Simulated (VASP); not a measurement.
# MgO (Pm-3m) in VASP: a series of runs, part 2 of 2

VASP 6.6.1. Earlier steps stand in the parts before.

## 3. Single point, PBE

This run uses another cell than the first one, of 9.03 Å³/atom.

INCAR reads:

```
SYSTEM = MgO
PREC = Accurate ; ENCUT = 520
EDIFF = 1E-7 ; ISMEAR = -1
SIGMA = 0.02 ; LREAL = .False.
LASPH = .True. ; NELM = 100
ALGO = Normal ; ISIF = 2
LWAVE = .False. ; LCHARG = .True.
GGA = PE ; LELF = .True.
LVHAR = .True. ; NBANDS = 11
```

KPOINTS reads:

```
Automatic mesh
0
Gamma
  10 10 10
  0 0 0
```

POSCAR reads:

```
MgO
1.0
    2.6233491285      0.0000000000      0.0000000000
    0.0000000000      2.6233491285      0.0000000000
    0.0000000000      0.0000000000      2.6233491285
Mg O
1 1
Direct
    0.0000000000      0.0000000000      0.0000000000
    0.5000000000      0.5000000000      0.5000000000
```

Potentials or basis: VASP PAW PBE potentials, release 64 (Mg, O).

Started as:

```console
> cat potpaw_PBE.64/Mg/POTCAR potpaw_PBE.64/O/POTCAR > POTCAR
> mpirun -np 1 vasp_std > vasp.out
```

OUTCAR:

```text
SYSTEM = MgO
   PREC = Accurate
   ENCUT = 520
   EDIFF = 1E-7
   ISMEAR = -1
   LREAL = .False.
   LASPH = .True.
   NELM = 100
   ISIF = 2
   GGA = PE

 ion  position               nearest neighbor table
   1  0.000  0.000  0.000-   2 2.27   2 2.27   2 2.27   2 2.27   2 2.27   2 2.27   2 2.27   2 2.27

   2  0.500  0.500  0.500-   1 2.27   1 2.27   1 2.27   1 2.27   1 2.27   1 2.27   1 2.27   1 2.27

  LATTYP: Found a simple cubic cell.
 ALAT       =     2.6233491285

  Lattice vectors:

 A1 = (   2.6233491285,   0.0000000000,   0.0000000000)
 A2 = (   0.0000000000,   2.6233491285,   0.0000000000)
 A3 = (   0.0000000000,   0.0000000000,   2.6233491285)

Analysis of symmetry for initial positions (statically):
=====================================================================
 Subroutine PRICEL returns:
 Original cell was already a primitive cell.

 Routine SETGRP: Setting up the symmetry group for a
 simple cubic supercell.

 Subroutine GETGRP returns: Found 48 space group operations
 (whereof 48 operations were pure point group operations)
 out of a pool of 48 trial point group operations.

The static configuration has the point symmetry O_h .

Analysis of symmetry for dynamics (positions and initial velocities):
=====================================================================
 Subroutine PRICEL returns:
 Original cell was already a primitive cell.

 Routine SETGRP: Setting up the symmetry group for a
 simple cubic supercell.

 Subroutine GETGRP returns: Found 48 space group operations
 (whereof 48 operations were pure point group operations)
 out of a pool of 48 trial point group operations.

The dynamic configuration has the point symmetry O_h .

 Subroutine INISYM returns: Found 48 space group operations
 (whereof 48 operations are pure point group operations),
 and found     1 'primitive' translations

----------------------------------------------------------------------------------------

                                     Primitive cell

  volume of cell :      18.0538

  direct lattice vectors                    reciprocal lattice vectors
     2.623349129  0.000000000  0.000000000     0.381192114  0.000000000  0.000000000
     0.000000000  2.623349129  0.000000000     0.000000000  0.381192114  0.000000000
     0.000000000  0.000000000  2.623349129     0.000000000  0.000000000  0.381192114

  length of vectors
     2.623349129  2.623349129  2.623349129     0.381192114  0.381192114  0.381192114

  position of ions in fractional coordinates (direct lattice)
     0.000000000  0.000000000  0.000000000
     0.500000000  0.500000000  0.500000000

  ion indices of the primitive-cell ions
   primitive index   ion index
                 1           1
                 2           2

----------------------------------------------------------------------------------------

 KPOINTS: Automatic mesh

Automatic generation of k-mesh.
 Grid dimensions read from file:
 generate k-points for:   10   10   10

 Generating k-lattice:

  Cartesian coordinates                     Fractional coordinates (reciprocal lattice)
[... 21 lines left out ...]
  0.400000  0.000000  0.000000      6.000000
  0.500000  0.000000  0.000000      3.000000
[... 16 lines left out ...]
  0.200000  0.100000  0.100000     24.000000
  0.300000  0.100000  0.100000     24.000000
 [... further k-points ...]
   k-points           NKPTS =     56   k-points in BZ     NKDIM =     56   number of bands    NBANDS=     11
   number of dos      NEDOS =    301   number of ions     NIONS =      2
   total plane-waves  NPLWV =   8000
   dimension x,y,z NGX =    20 NGY =   20 NGZ =   20
   dimension x,y,z NGXF=    40 NGYF=   40 NGZF=   40
   ions per type =               1   1
   NGX,Y,Z   is equivalent  to a cutoff of  12.67, 12.67, 12.67 a.u.
   NGXF,Y,Z  is equivalent  to a cutoff of  25.35, 25.35, 25.35 a.u.
 SYSTEM =  MgO
   PREC   = accura    normal or accurate (medium, high low for compatibility)
   ISTART =      0    job   : 0-new  1-cont  2-samecut
   ICHARG =      2    charge: 1-file 2-atom 10-const
   ISPIN  =      1    spin polarized calculation?
   LNONCOLLINEAR =      F non collinear calculations
   LSORBIT =      F    spin-orbit coupling
   LASPH  =      T    aspherical Exc in radial PAW
   ENCUT  =  520.0 eV  38.22 Ry    6.18 a.u.   4.88  4.88  4.88*2*pi/ulx,y,z
   NELM   =    100;   NELMIN=  2; NELMDL= -5     # of ELM steps
   EDIFF  = 0.1E-06   stopping-criterion for ELM
   LREAL  =      F    real-space projection
   EDIFFG = 0.1E-05   stopping-criterion for IOM
   NSW    =      0    number of steps for IOM
   IBRION =     -1    ionic relax: 0-MD 1-quasi-New 2-CG
   NFREE  =      0    steps in history (QN), initial steepest desc. (CG)
   ISIF   =      2    stress and relaxation
   ISYM   =      2    0-nonsym 1-usesym 2-fastsym
   POTIM  = 0.5000    time-step for ionic-motion
   TEBEG  =    0.0;   TEEND  =   0.0 temperature during run
   PSTRESS=    0.0 pullay stress
   NELECT =       8.0000    total number of electrons
   NUPDOWN=      -1.0000    fix difference up-down
   EMIN   =  10.00;   EMAX   =-10.00  energy-range for DOS
   EFERMI =   0.00;   METHOD = LEGACY
   ISMEAR =    -1;   SIGMA  =   0.02  broadening in eV -4-tet -1-fermi 0-gaus
   EFERMI_NEDOS =   21; number of points for ismear=-14 and -15
   IALGO  =     38    algorithm
   IMIX   =      4    mixing-type and parameters
     AMIX     =   0.40;   BMIX     =  1.00
     AMIX_MAG =   1.60;   BMIX_MAG =  1.00
  volume/ion in A,a.u.               =       9.03        60.92
  Fermi-wavevector in a.u.,A,eV,Ry     =   1.248098  2.358563 21.194461  1.557749
  Thomas-Fermi vector in A             =   2.382200
   LORBIT       =      0    0 simple, 1 ext, 2 COOP (PROOUT), +10 PAW based schemes
   GGA     = PE    functional components
   LHFCALC =     F    Hartree Fock is set to
   AEXX    =    0.0000 exact exchange contribution
   IVDW    =     0    specifies the selected vdW correction
   LEPSILON=     F    determine dielectric tensor
   LRPA    =     F    only Hartree local field effects (RPA)
 non-spin polarized calculation
  energy-cutoff  :      520.00
  volume of cell :       18.05
 maximum number of plane-waves:       500
 NGX is ok and might be reduce to    20
   NGX =  9   NGY =  9   NGZ =  9

 number of electron       7.9999999 magnetization

 Free energy of the ion-electron system (eV)
  ---------------------------------------------------
  ext. energy  EPLUGINS =         0.00000000
  ---------------------------------------------------
  free energy    TOTEN  =       -10.38910170 eV

  energy without entropy =      -10.38910170  energy(sigma->0) =      -10.38910170

 E-fermi :   5.5957     XC(G=0): -11.3662

 val. band max:        5.1216913264   @ k =   0.5000   0.5000   0.0000
 cond. band min:       7.7421099255   @ k =   0.0000   0.0000   0.0000
 fundamental gap:      2.6204185991
 Fermi energy:         5.5956758938

 k-point     1 :       0.0000    0.0000    0.0000
  band No.  band energies     occupation
      1     -13.4693      2.00000
      2       4.1018      2.00000
      3       4.1018      2.00000
      4       4.1018      2.00000
      5       7.7421      0.00000
      6      15.5931      0.00000
      7      15.5931      0.00000
      8      25.6099      0.00000
      9      25.6099      0.00000
     10      25.6099      0.00000
     11      32.7793      0.00000
[... 309 lines left out ...]
 k-point    24 :       0.3000    0.1000    0.1000
  band No.  band energies     occupation
      1     -12.5413      2.00000
      2       0.2868      2.00000
      3       3.7208      2.00000
      4       3.9702      2.00000
      5      11.3765      0.00000
      6      15.9244      0.00000
      7      17.1003      0.00000
      8      23.2799      0.00000
      9      23.9880      0.00000
     10      27.1210      0.00000
     11      27.3818      0.00000

 [... further k-points ...]

------------------------ aborting loop because EDIFF is reached ----------------------------------------

  FORCE on cell =-STRESS in cart. coord.  units (eV):
  Direction    XX          YY          ZZ          XY          YZ          ZX
  --------------------------------------------------------------------------------------
  -------------------------------------------------------------------------------------
  Total        0.6189163      0.6189163      0.6189163      0.0000000     -0.0000000      0.0000000
  in kB       54.9255303     54.9255303     54.9255303      0.0000000     -0.0000000      0.0000000
  external PRESSURE =      54.9255303 kB  Pullay stress =       0.0000000 kB

 VOLUME and BASIS-vectors are now :
 -----------------------------------------------------------------------------
  energy-cutoff  :      520.00
  volume of cell :       18.05
      direct lattice vectors                 reciprocal lattice vectors
     2.623349129  0.000000000  0.000000000     0.381192114  0.000000000  0.000000000
     0.000000000  2.623349129  0.000000000     0.000000000  0.381192114  0.000000000
     0.000000000  0.000000000  2.623349129     0.000000000  0.000000000  0.381192114

 POSITION                                       TOTAL-FORCE (eV/Angst)
 -----------------------------------------------------------------------------------
      0.00000      0.00000      0.00000         0.000000      0.000000      0.000000
      1.31167      1.31167      1.31167         0.000000      0.000000      0.000000
 -----------------------------------------------------------------------------------
    total drift:                                0.000000      0.000000      0.000000

  FREE ENERGIE OF THE ION-ELECTRON SYSTEM (eV)
  ---------------------------------------------------
  free  energy   TOTEN  =       -10.3891016959 eV

  energy  without entropy=      -10.3891016959  energy(sigma->0) =      -10.38910170
```

stdout:

```text
POSCAR found type information on POSCAR MgO
 POSCAR found :  2 types and       2 ions
 scaLAPACK will be used
 LDA part: xc-table for (Slater+PW92), standard interpolation
 POSCAR, INCAR and KPOINTS ok, starting setup
 FFT: planning ... GRIDC
 FFT: planning ... GRID_SOFT
 FFT: planning ... GRID
 WAVECAR not read
 entering main loop
```

Wall time 4.1 s (1 thread of Intel Xeon 6975P-C (Granite Rapids), shared host); peak memory 0.13 GiB.

Results:

```yaml
Free_energy: -10.3891 eV
Pressure: 5.5 GPa
Band_gap_on_the_k_mesh: 2.62 eV (least direct gap 3.64 eV)
```

Caveat: the cell stands under pressure. A k mesh can miss the band edges.

## 4. Single point, LDA

This run uses another cell than the first one, of 9.03 Å³/atom.

INCAR reads:

```
SYSTEM = MgO
  ALGO = Normal
  EDIFF = 1E-7
  ENCUT = 520
  GGA = CA
  ISIF = 2
  ISMEAR = 0
  LASPH = .TRUE.
  LCHARG = .FALSE.
  LREAL = .FALSE.
  LWAVE = .FALSE.
  NBANDS = 11
  NELM = 60
  PREC = Accurate
  SIGMA = 0.01
```

KPOINTS reads:

```
k-points
0
G
  10 10 10
  0 0 0
```

POSCAR is that of step 3.

Potentials or basis: VASP PAW LDA potentials, release 64 (Mg, O).

Started as:

```console
> cat potpaw_LDA.64/Mg/POTCAR potpaw_LDA.64/O/POTCAR > POTCAR
> mpirun -np 1 vasp_std > vasp.out
```

Run time: 3.4 s. Hardware: 1 thread of Intel Xeon 6975P-C (Granite Rapids), shared host; peak memory 0.12 GiB.

Results (log left out):

```
Free energy            : -11.9012 eV
Pressure               : -6.8 GPa
Band gap on the k mesh : 2.57 eV (least direct gap 3.61 eV)
```

Levels at points of the mesh, in eV from the valence-band top:
| k point | band 1 | band 2 | band 3 | band 4 | band 5 | band 6 | band 7 | band 8 | band 9 |
| --- | --- | --- | --- | --- | --- | --- | --- | --- | --- |
| (0.00, 0.00, 0.00) | -18.35 | -1.04 | -1.04 | -1.04 | 2.57 | 10.24 | 10.24 | 20.14 | 20.14 |
| (0.50, 0.00, 0.00) | -17.04 | -6.66 | -0.58 | -0.58 | 6.98 | 9.37 | 14.33 | 17.32 | 17.89 |
| (0.50, 0.50, 0.00) | -16.12 | -4.82 | -4.82 | 0.00 | 4.75 | 12.07 | 12.07 | 13.28 | 19.14 |
| (0.50, 0.50, 0.50) | -15.22 | -3.72 | -3.72 | -3.72 | 7.29 | 7.29 | 7.29 | 16.18 | 18.69 |

Caveat: the cell stands under tension. A k mesh can miss the band edges.

## 5. Summary

```csv
level,potentials or basis,cell,smearing,gap on the mesh (eV),pressure (GPa)
PBE,"VASP PAW PBE potentials, release 64 (Mg, O)","a = 2.660 Å, 2 atoms",fermi-dirac 0.02 eV,2.25,-0.7
PBE,"VASP PAW PBE potentials, release 64 (Mg, O)","a = 2.623 Å, 2 atoms",fermi-dirac 0.02 eV,2.62,5.5
LDA,"VASP PAW LDA potentials, release 64 (Mg, O)","a = 2.623 Å, 2 atoms",gaussian 0.01 eV,2.57,-6.8
```

Alike in all rows: task single point; no spin polarisation; k mesh 10 × 10 × 10; cutoff (eV) 520.

Caveats: the cell stands under pressure (at least some runs); the cell stands under tension (at least some runs).

Total energies depend on the potentials used, so only differences within one code and one set of settings carry meaning.
